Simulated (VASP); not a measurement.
Here is a VASP 6.6.1 calculation.

The input INCAR:

```
SYSTEM = Nb2PdS2
ALGO = Normal
EDIFF = 1E-6
ENCUT = 520
GGA = PE
ISIF = 2
ISMEAR = 1
LASPH = .True.
LCHARG = .True.
LELF = .True.
LREAL = .False.
LVHAR = .True.
LWAVE = .False.
NBANDS = 32
NELM = 80
PREC = Accurate
SIGMA = 0.1525
```

KPOINTS

```
k-points
0
Gamma
  6 6 2
  0 0 0
```

POSCAR

```
Nb2PdS2
1.0
    3.1475338614     -0.0000002708      0.0000000000
   -1.5737666961      2.7258444186      0.0000000000
    0.0000000000      0.0000000000     10.9450756554
Nb S Pd
2 2 1
Direct
    0.3333333333      0.6666666667      0.2039419748
    0.6666666667      0.3333333333      0.7960580252
    0.3333333333      0.6666666667      0.6493237740
    0.6666666667      0.3333333333      0.3506762260
    0.0000000000      0.0000000000      0.0000000000
```

Potentials or basis: VASP PAW PBE potentials, release 64 (Nb_sv, S, Pd).

Run with:

```bash
$ cat potpaw_PBE.64/Nb_sv/POTCAR potpaw_PBE.64/S/POTCAR potpaw_PBE.64/Pd/POTCAR > POTCAR
$ mpirun -np 1 vasp_std > vasp.out
```

Q: Predict the pressure.

A: -0.4 GPa.

Q: Estimate the band gap on the k mesh.

A: Zero (bands 24 and 25 overlap by 0.61 eV).

Q: What does it give for the largest force?

A: 0.045 eV/Å.

Forces on the atoms (eV/Å):
```
Nb   0.000  0.000  0.031
Nb   0.000  0.000 -0.031
S    0.000  0.000  0.045
S    0.000  0.000 -0.045
Pd   0.000  0.000  0.000
```

Caveat: the k points lie up to 0.38 Å⁻¹ apart, too coarse for converged energies and pressures of a metal; this functional lacks dispersion, which binds the layers, so the pressure and a relaxed spacing across them are unreliable.
